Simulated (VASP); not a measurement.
Here is a VASP 6.6.1 calculation.

File INCAR:

```
PREC = Accurate
ENCUT = 520
EDIFF = 1E-6
ISMEAR = 0
SIGMA = 0.1
LREAL = False
LASPH = True
NELM = 60
ALGO = Normal
ISIF = 2
LWAVE = False
LCHARG = False
GGA = PE
NBANDS = 8
```

KPOINTS

```
Automatic mesh
0
Gamma
  8 8 8
```

File POSCAR:

```
Si
1.0
   -1.4564518337      1.4888463081      1.6689368819
    1.4564518337     -1.4888463081      1.6689368819
    1.4564518337      1.4888463081     -1.6689368819
Si
1
Direct
    0.5000000000      0.0000000000      0.5000000000
```

Potentials or basis: VASP PAW PBE potentials, release 64 (Si).

Command:

```console
$ cat potpaw_PBE.64/Si/POTCAR > POTCAR
$ mpirun -np 1 vasp_std > vasp.out
```

Q: What does it give for the band gap on the k mesh?

A: Zero (band 2 reaches 21.16 eV, above the bottom of band 3 at 6.95 eV).

Q: Predict the pressure.

A: 0.0 GPa.

Stress tensor (GPa, compression positive):
```
 0.27  0.00  0.00
 0.00 -0.12  0.00
 0.00  0.00 -0.23
```

Caveat: the k points lie up to 0.38 Å⁻¹ apart.
